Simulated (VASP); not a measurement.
Ag, 1 atom in the cell. Symmetry: Im-3m, No. 229, cubic system. The conventional cell has a = 3.311 Å, b = 3.311 Å, c = 3.311 Å, α = 90.00°, β = 90.00°, γ = 90.00°. Within 3.8 Å of Ag (site symmetry m-3m) lie 14 Ag at 2.87 to 3.31 Å. 

| Property | Result |
| --- | --- |
| Program | VASP 6.6.1 |
| Task | single point |
| Functional | LDA |
| Potentials or basis | VASP PAW LDA potentials, release 64 (Ag) |
| Cutoff | 520 eV |
| k mesh | 9 × 9 × 9 |
| Occupations | gaussian, width 0.01 eV |
| Spin | no spin polarisation |
| Dipole correction | no |
| Further INCAR settings | ALGO = Fast; EDIFF = 1e-06; NBANDS = 12 |

Potentials or basis: VASP PAW LDA potentials, release 64 (Ag).

Command:

```sh
$ cat potpaw_LDA.64/Ag/POTCAR > POTCAR
$ mpirun -np 1 vasp_std > vasp.out
```

Hardware: 1 thread of AMD EPYC 7R43 64-Core Processor (Zen 3), with other jobs on the host.

Problem. Estimate the wall time of this run.

Solution. Wall time 8.4 s on 1 thread of AMD EPYC 7R43 64-Core Processor (Zen 3), on a shared host, peak memory 0.1 GiB. Counts: scf iterations 11, k points 35.
